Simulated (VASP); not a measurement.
Input of a VASP 6.6.1 run:

POSCAR

```
Au
1.0
    2.8610959993      0.0000000000      0.0000000000
   -1.4305479996      2.4777818180      0.0000000000
    0.0000000000      0.0000000000      4.8155726915
Au
2
Direct
    0.3333333333      0.6666666667      0.7500000000
    0.6666666667      0.3333333333      0.2500000000
```

Contents of INCAR.step1:

```
SYSTEM = Au
PREC = Accurate
ENCUT = 550
ISMEAR = 0
SIGMA = 0.1
LREAL = .FALSE.
LASPH = .TRUE.
NELM = 120
GGA = PE
ALGO = Normal
EDIFF = 1E-5
LWAVE = .TRUE.
LCHARG = .FALSE.
GGA_COMPAT = .FALSE.
IBRION = 2
ISIF = 3
EDIFFG = -0.005
NELMIN = 4
NSW = 100
```

Contents of INCAR.step2:

```
SYSTEM = Au
PREC = Accurate
ENCUT = 550
EDIFF = 1E-7
ISMEAR = 0
SIGMA = 0.1
LREAL = .FALSE.
LASPH = .TRUE.
NELM = 120
ALGO = Normal
ISIF = 4
LWAVE = .FALSE.
LCHARG = .FALSE.
METAGGA = R2SCAN
LMIXTAU = .TRUE.
IBRION = 2
NSW = 50
EDIFFG = -0.01
ISTART = 1
GGA_COMPAT = .FALSE.
NELMIN = 4
```

KPOINTS

```
Automatic mesh
0
G
  18 18 10
  0 0 0
```

Potentials or basis: VASP PAW PBE potentials, release 64 (Au).

Command:

```sh
$ cat potpaw_PBE.64/Au/POTCAR > POTCAR
$ cp INCAR.step1 INCAR
$ mpirun -np 1 vasp_std > vasp.out
$ cp INCAR.step2 INCAR
$ mpirun -np 1 vasp_std > vasp.out
```

Task: Estimate the band gap on the k mesh.

Result: Zero (bands 11 and 12 overlap by 7.37 eV).

The path:
| step | energy change (eV) | largest force (eV/Å) | pressure (GPa) | volume (Å³) |
| --- | --- | --- | --- | --- |
| 1 | 0.0000 | 0.0000 | 5.34 | 34.14 |
| 2 | -0.0001 | 0.0000 | 5.32 | 34.14 |
| 3 | -0.0002 | 0.0000 | 5.28 | 34.14 |

Caveat: the PAW data sets were made with another functional, which shifts forces and pressure a little; spin-orbit coupling is left out, which moves the levels of the heavy elements.
